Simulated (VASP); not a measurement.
## Ge: single point with PBEsol

The system is Ge.

```xyz
4
Lattice="4.2368 0.0000 0.0000 -2.1184 3.4615 0.0000 0.0000 0.0000 6.5964" Properties=species:S:1:pos:R:3 pbc="T T T"
Ge    2.1184    1.1538    0.4150
Ge    0.0000    2.3077    3.7132
Ge    2.1184    1.1538    2.8832
Ge    0.0000    2.3077    6.1814
```

This cell differs from its parent crystal: strain +0.0600 x Voigt [1, 0, 0, 0, 0, 0].

| Property | Result |
| --- | --- |
| Program | VASP 6.6.1 |
| Task | single point |
| Functional | PBEsol |
| Potentials or basis | VASP PAW PBE potentials, release 64 (Ge_d) |
| Cutoff | 520 eV |
| k mesh | 12 × 12 × 8 |
| Occupations | gaussian, width 0.15 eV |
| Spin | no spin polarisation |
| Dipole correction | no |
| Further INCAR settings | ALGO = Normal; EDIFF = 1e-06; NBANDS = 36 |

* Pressure: -3.2 GPa
* Largest force: 0.417 eV/Å
* Band gap on the k mesh: zero (band 28 reaches 4.32 eV, above the bottom of band 29 at 4.12 eV)

Forces in eV/Å, atoms in the order of the input:
```
Ge   0.000  0.346 -0.234
Ge   0.000 -0.346 -0.234
Ge   0.000  0.346  0.234
Ge   0.000 -0.346  0.234
```

Stress tensor (GPa, compression positive):
```
-7.86  0.00  0.00
 0.00 -1.34  0.00
 0.00  0.00 -0.43
```

Levels at points of the mesh, in eV from the Fermi level:
| k point | band 26 | band 27 | band 28 | band 29 | band 30 | band 31 |
| --- | --- | --- | --- | --- | --- | --- |
| (0.00, 0.00, 0.00) | -0.54 | -0.52 | -0.10 | 0.11 | 0.22 | 1.88 |
| (0.50, 0.00, 0.00) | -2.84 | -2.56 | -1.11 | 0.61 | 1.75 | 3.60 |
| (0.00, 0.50, 0.00) | -3.22 | -2.68 | -1.52 | 0.12 | 1.20 | 3.30 |
| (0.00, 0.00, 0.50) | -0.93 | -0.78 | -0.78 | 0.30 | 0.30 | 3.00 |
| (0.50, 0.00, 0.50) | -2.35 | -2.09 | -2.09 | 0.62 | 0.62 | 2.24 |
| (0.00, 0.50, 0.50) | -2.54 | -2.26 | -2.26 | 0.24 | 0.24 | 2.18 |

It took 6.5 min on 1 thread of Oxide Virtual Turin-like Processor, with other jobs on the host, peak memory 0.55 GiB.

Caveat: the cell differs from its parent crystal (strain +0.0600 x Voigt [1, 0, 0, 0, 0, 0]); the PAW data sets were made with another functional, which shifts forces and pressure a little.
